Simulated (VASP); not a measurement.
# Zn: single point with LDA

Crystal: Zn.

```xyz
2
Lattice="2.6248 0.0000 0.0000 -1.3124 2.2732 0.0000 0.0000 0.0000 4.9467" Properties=species:S:1:pos:R:3 pbc="T T T"
Zn    0.0000    1.5154    1.2367
Zn    1.3124    0.7577    3.7100
```

This cell differs from its parent crystal: strain -0.0150 x Voigt [1, 1, 0, 0, 0, 0].

```json
{
 "Program": "VASP 6.6.1",
 "Task": "single point",
 "Functional": "LDA",
 "Potentials or basis": "VASP PAW LDA potentials, release 64 (Zn)",
 "Cutoff": "520 eV",
 "k mesh": "21 × 21 × 10",
 "Occupations": "gaussian, width 0.15 eV",
 "Spin": "no spin polarisation"
}
```

```yaml
Pressure: -6.2 GPa
Band_gap_on_the_k_mesh: zero (band 12 reaches 4.62 eV, above the bottom of band 13 at -0.15 eV)
```

Stress tensor (GPa, compression positive):
```
-7.38  0.00  0.00
 0.00 -7.38  0.00
 0.00  0.00 -3.90
```

Levels at points of the mesh, in eV from the Fermi level:
```tsv
k point	band 8	band 9	band 10	band 11	band 12	band 13	band 14	band 15	band 16	band 17
(0.00, 0.00, 0.00)	-7.45	-7.45	-7.25	-7.25	-3.85	-3.27	13.27	17.17	17.97	17.97
(0.00, 0.00, 0.50)	-7.82	-7.33	-7.33	-7.33	-7.33	4.35	4.35	19.24	19.24	19.24
```

Wall time 2.1 min on 1 thread of AMD EPYC 9R14 (Zen 4), with other jobs on the host, peak memory 0.2 GiB.

Caveat: the cell differs from its parent crystal (strain -0.0150 x Voigt [1, 1, 0, 0, 0, 0]).
